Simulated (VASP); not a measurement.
Crystal: Sb.

```
CELL_PARAMETERS angstrom
3.19806 -0.18859 0.00321
-1.76235 3.12411 -0.06539
0.00529 -0.12121 5.63706
ATOMIC_POSITIONS crystal
Sb 0.32947 0.72169 0.23051
Sb 0.67053 0.27831 0.76949
```

This cell differs from its parent crystal: all atoms moved at random, sigma 0.1 Å a component, cell strained at random, sigma 0.1.

| Item | Value |
| --- | --- |
| Program | VASP 6.6.1 |
| Task | relaxation of cell and atoms |
| Functional | PBEsol |
| Potentials or basis | VASP PAW PBE potentials, release 64 (Sb) |
| Cutoff | 600 eV |
| k mesh | 12 × 12 × 6 |
| Occupations | gaussian, width 0.15 eV |
| Spin | no spin polarisation |

At the start: pressure -0.7 GPa; volume 27.21 Å³/atom.

How do energy, volume and symmetry change on relaxing?

Over 62 steps the energy falls by 177.2 meV/atom and the volume is 28.75 Å³/atom (+5.7 %); space group C2/c (No. 15, to 0.05 Å).

The path:
```tsv
step	energy change (eV)	largest force (eV/Å)	pressure (GPa)	volume (Å³)
1	0.0000	0.3015	-0.65	54.42
3	-0.0397	0.3187	2.83	51.39
5	-0.0617	0.2248	2.50	51.55
7	-0.0802	0.1588	2.56	51.79
9	-0.1029	0.1643	-0.78	54.31
11	-0.1074	0.1680	-0.46	54.06
13	-0.1287	0.2293	0.51	53.65
15	-0.1471	0.2327	0.18	54.15
17	-0.1597	0.2144	-0.17	54.96
19	-0.1697	0.1870	0.06	55.06
21	-0.1831	0.1339	-0.01	55.38
23	-0.1919	0.1426	-1.07	56.63
25	-0.2149	0.1711	-0.14	56.38
27	-0.2288	0.1595	0.02	56.39
29	-0.2557	0.2000	0.21	56.52
31	-0.2198	0.2339	3.26	55.19
33	-0.3044	0.2160	0.67	56.77
35	-0.3277	0.1467	-0.72	58.09
37	-0.3323	0.1236	-0.10	57.47
39	-0.3384	0.0875	0.29	57.13
41	-0.3399	0.0762	0.58	56.88
43	-0.3420	0.0833	-0.21	57.63
45	-0.3445	0.0825	-0.18	57.62
47	-0.3482	0.0666	0.15	57.34
49	-0.3510	0.0356	0.56	56.97
51	-0.3524	0.0544	-0.54	58.05
53	-0.3537	0.0389	-0.09	57.59
55	-0.3539	0.0321	0.19	57.33
57	-0.3542	0.0253	-0.01	57.52
59	-0.3544	0.0079	-0.09	57.58
61	-0.3544	0.0080	-0.04	57.54
62	-0.3545	0.0073	-0.01	57.51
```

Final structure:
```yaml
crystal:
  lattice:
    - [2.96087, -0.78504, 0.00242]
    - [-2.18219, 3.74610, 0.02877]
    - [-0.00868, -0.03948, 6.13145]
  atoms:
    - { symbol: Sb, position: [0.50128, 0.99772, 0.24997] }
    - { symbol: Sb, position: [0.49872, 0.00228, 0.75003] }
```

Caveat: the cell differs from its parent crystal (all atoms moved at random, sigma 0.1 Å a component, cell strained at random, sigma 0.1); the PAW data sets were made with another functional, which shifts forces and pressure a little.
